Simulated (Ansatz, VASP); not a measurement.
Ir: VASP beside Ansatz

```
Ir
1.0
     0.00000    1.91970    1.77572
     1.91970    0.00000    1.77572
     1.91970    1.91970    0.00000
Ir
1
Direct
  0.00000 0.00000 0.00000
```

Change from the starting cell: strain -0.0750 x Voigt [0, 0, 1, 0, 0, 0], atoms carried along.

Alike in both runs: task single point; functional r2SCAN; k mesh 22 × 22 × 22; occupations gaussian, width 0.15 eV; no spin polarisation.

|  | VASP | Ansatz |
| --- | --- | --- |
| version | VASP 6.6.1 | Ansatz 0.2.0 |
| potentials or method | VASP PAW PBE potentials, release 64 (Ir), cutoff 520 eV | scalar-relativistic, plane waves, PAW |
| valence electrons in the cell | 9 | 17 |

```tsv
	VASP	Ansatz	Ansatz less VASP
gap on the k mesh at the Fermi level (eV)	none	none	-
pressure (GPa)	43.4	39.5	-3.94
traceless stress, the component that is largest in VASP (GPa)	22.98	22.91	-0.067
```

VASP's potentials were made for PBE, not for r2SCAN. A gap of «none» marks a metal or a gap that the smearing closes. Both programs put the cell under a high pressure, so it lies far from rest at this level. VASP's potentials hold 9 valence electrons a cell and Ansatz's 17, so a difference there can come from the potentials and not from the codes.

Neither program's run includes spin-orbit coupling.
